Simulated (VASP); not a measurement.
Input of a VASP 6.6.1 run:

File INCAR:

```
PREC = Accurate
ENCUT = 520
EDIFF = 1E-6
ISMEAR = 0
SIGMA = 0.05
LREAL = False
LASPH = True
NELM = 150
ALGO = Normal
ISIF = 2
LWAVE = False
LCHARG = True
ISPIN = 2
MAGMOM = 0.5 0.5
LORBIT = 11
GGA = PE
LELF = True
LVHAR = True
NBANDS = 20
```

The input KPOINTS:

```
regular mesh
0
Gamma
  1 1 14
```

Contents of POSCAR:

```
CdS
1.0
    9.0000000000      0.0000000000      0.0000000000
    0.0000000000      9.3000000000      0.0000000000
    0.0000000000      0.0000000000      4.5712095289
Cd S
1 1
Direct
    0.5000000000      0.5000000000     -0.0174685618
    0.5000000000      0.5000000000      0.4824685618
```

Potentials or basis: VASP PAW PBE potentials, release 64 (Cd, S).

Launch:

```console
$ cat potpaw_PBE.64/Cd/POTCAR potpaw_PBE.64/S/POTCAR > POTCAR
$ mpirun -np 1 vasp_std > vasp.out
```

(1) What does it give for the net moment?

(2) Estimate the band gap on the k mesh.

(3) What does it give for the largest force?

## Answers

(1) 0.00 μB per cell.

(2) 1.06 eV, indirect (least direct gap 1.95 eV).

(3) 0.007 eV/Å.
